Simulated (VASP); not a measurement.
# WF (R3m) in VASP: a series of runs, part 2 of 2

VASP 6.6.1.

## (4) Single point, PBE

This run uses another cell than the first one, of 16.05 Å³/atom, 1.043 times its volume.

File INCAR:

```
SYSTEM = WF
ALGO = Normal ; EDIFF = 1E-6
ENCUT = 520 ; GGA = PE
ISIF = 2 ; ISMEAR = -1
LASPH = .True. ; LCHARG = .False.
LREAL = .False. ; LWAVE = .False.
NBANDS = 18 ; NELM = 80
PREC = Accurate ; SIGMA = 0.05
```

File KPOINTS:

```
k-points
0
Gamma
  11 11 11
  0 0 0
```

File POSCAR:

```
WF
1.0
    1.3567226768      0.7833072231      5.0355748137
   -1.3567226768      0.7833072231      5.0355748137
    0.0000000000     -1.5666045133      5.0355748137
W F
1 1
Direct
    0.8141200000      0.8141200000      0.8141200000
    0.9371200000      0.9371200000      0.9371200000
```

Potentials or basis: VASP PAW PBE potentials, release 64 (W_sv, F).

Launch:

```
$ cat potpaw_PBE.64/W_sv/POTCAR potpaw_PBE.64/F/POTCAR > POTCAR
$ mpirun -np 1 vasp_std > vasp.out
```

OUTCAR:

```text
SYSTEM = WF
   EDIFF = 1E-6
   ENCUT = 520
   GGA = PE
   ISIF = 2
   ISMEAR = -1
   LASPH = .True.
   LREAL = .False.
   NELM = 80
   PREC = Accurate

 ion  position               nearest neighbor table
   1  0.814  0.814  0.814-   2 1.86
   2  0.937  0.937  0.937-   1 1.86

  LATTYP: Found a trigonal (rhomboedric) cell.
 ALAT       =     5.2736401405
 COS(alpha) =     0.8676295086

  Lattice vectors:

 A1 = (   1.3567226768,   0.7833072231,   5.0355748137)
 A2 = (  -1.3567226768,   0.7833072231,   5.0355748137)
 A3 = (   0.0000000000,  -1.5666045133,   5.0355748137)

Analysis of symmetry for initial positions (statically):
=====================================================================
 Subroutine PRICEL returns:
 Original cell was already a primitive cell.

 Routine SETGRP: Setting up the symmetry group for a
 trigonal (rhombohedral) supercell.

 Subroutine GETGRP returns: Found  6 space group operations
 (whereof  6 operations were pure point group operations)
 out of a pool of 12 trial point group operations.

[... 152 lines left out ...]

 Free energy of the ion-electron system (eV)
  ---------------------------------------------------
  ext. energy  EPLUGINS =         0.00000000
  ---------------------------------------------------
  free energy    TOTEN  =       -15.82480010 eV

  energy without entropy =      -15.81495442  energy(sigma->0) =      -15.81987726

 E-fermi :   4.8123     XC(G=0): -10.7711

 val. band max:        4.7842061208   @ k =  -0.4545   0.3636   0.2727
 cond. band min:       4.8191078166   @ k =  -0.4545   0.4545   0.2727
 fundamental gap:      0.0349016958
 Fermi energy:         4.8123254793

 k-point     1 :       0.0000    0.0000    0.0000
  band No.  band energies     occupation
      1     -69.2954      2.00000
      2     -34.0242      2.00000
      3     -32.6504      2.00000
      4     -32.6504      2.00000
      5     -19.4627      2.00000
      6      -1.9183      2.00000
[... 481 lines left out ...]
      5     -19.1127      2.00000
      6      -1.5557      2.00000
[... 10 lines left out ...]
     17      19.9901      0.00000
     18      20.8201      0.00000

 [... further k-points ...]
[... 5 lines left out ...]
  --------------------------------------------------------------------------------------
  -------------------------------------------------------------------------------------
  Total        0.8496814      0.8496808      1.4628057      0.0000000      0.0000010      0.0000000
  in kB       42.3979654     42.3979339     72.9920481      0.0000000      0.0000480      0.0000000
  external PRESSURE =      52.5959825 kB  Pullay stress =       0.0000000 kB

 VOLUME and BASIS-vectors are now :
 -----------------------------------------------------------------------------
  energy-cutoff  :      520.00
  volume of cell :       32.11
      direct lattice vectors                 reciprocal lattice vectors
     1.356722677  0.783307223  5.035574814     0.368535154  0.212773949  0.066195547
    -1.356722677  0.783307223  5.035574814    -0.368535154  0.212773949  0.066195547
     0.000000000 -1.566604513  5.035574814     0.000000000 -0.425547898  0.066195967

 POSITION                                       TOTAL-FORCE (eV/Angst)
 -----------------------------------------------------------------------------------
      0.00000      0.00001     12.29869         0.000000     -0.000001     -0.815684
      0.00000      0.00001     14.15681         0.000000      0.000001      0.815684
 -----------------------------------------------------------------------------------
    total drift:                                0.000000      0.000016      0.000283

  FREE ENERGIE OF THE ION-ELECTRON SYSTEM (eV)
  ---------------------------------------------------
  free  energy   TOTEN  =       -15.8248000957 eV

  energy  without entropy=      -15.8149544196  energy(sigma->0) =      -15.81987726
```

OSZICAR:

```text
N       E                     dE             d eps       ncg     rms          rms(c)
DAV:   1     0.194014039433E+03    0.19401E+03   -0.12766E+04  5264   0.123E+03
DAV:   2    -0.104158046891E+02   -0.20443E+03   -0.19916E+03  5928   0.376E+02
DAV:   3    -0.170552905553E+02   -0.66395E+01   -0.66029E+01  5976   0.691E+01
DAV:   4    -0.171095723177E+02   -0.54282E-01   -0.54274E-01  5974   0.673E+00
DAV:   5    -0.171102712322E+02   -0.69891E-03   -0.69891E-03  5716   0.701E-01    0.220E+01
DAV:   6    -0.160029270511E+02    0.11073E+01   -0.28586E+00  5956   0.176E+01    0.919E+00
DAV:   7    -0.158699642744E+02    0.13296E+00   -0.62512E-01  5858   0.661E+00    0.434E+00
DAV:   8    -0.158246666769E+02    0.45298E-01   -0.11819E-01  6064   0.363E+00    0.433E-01
DAV:   9    -0.158245458764E+02    0.12080E-03   -0.81287E-03  5572   0.873E-01    0.194E-01
DAV:  10    -0.158247605247E+02   -0.21465E-03   -0.46297E-04  5772   0.192E-01    0.341E-02
DAV:  11    -0.158247959287E+02   -0.35404E-04   -0.10191E-04  6106   0.935E-02    0.268E-02
DAV:  12    -0.158248011492E+02   -0.52204E-05   -0.18795E-05  5594   0.386E-02    0.115E-02
DAV:  13    -0.158248000055E+02    0.11437E-05   -0.23020E-06  5962   0.145E-02    0.406E-03
DAV:  14    -0.158248000957E+02   -0.90256E-07   -0.63349E-07  3474   0.652E-03
   1 F= -.15824800E+02 E0= -.15819877E+02  d E =-.984568E-02
```

Wall time 2.1 min (1 thread of Intel Xeon Platinum 8559C (Emerald Rapids), shared host); peak memory 0.28 GiB.

Results:

* Free energy: -15.8248 eV
* Pressure: 5.3 GPa
* Largest force: 0.816 eV/Å

Forces on the atoms (eV/Å):
```
W    0.000  0.000 -0.816
F    0.000  0.000  0.816
```

Caveat: spin-orbit coupling is left out, which moves the levels of the heavy elements; an odd number of electrons without spin polarisation forces a metal; a magnetic or distorted state may lie lower.

## (5) The runs side by side

| cell | gap on the mesh (eV) | pressure (GPa) | largest force (eV/Å) |
| --- | --- | --- | --- |
| a = 5.201 Å, angles 29.8°, 2 atoms | none | 13.6 | 1.75 |
| a = 5.238 Å, angles 29.8°, 2 atoms | none | 9.2 | 1.27 |
| a = 5.274 Å, angles 29.8°, 2 atoms | none | 5.3 | 0.82 |

Alike in all rows: task single point; level PBE; potentials or basis VASP PAW PBE potentials, release 64 (W_sv, F); no spin polarisation; k mesh 11 × 11 × 11; cutoff (eV) 520; smearing fermi-dirac 0.05 eV.

Caveats: spin-orbit coupling is left out, which moves the levels of the heavy elements; an odd number of electrons without spin polarisation forces a metal; a magnetic or distorted state may lie lower.

Total energies depend on the potentials used, so only differences within one code and one set of settings carry meaning.
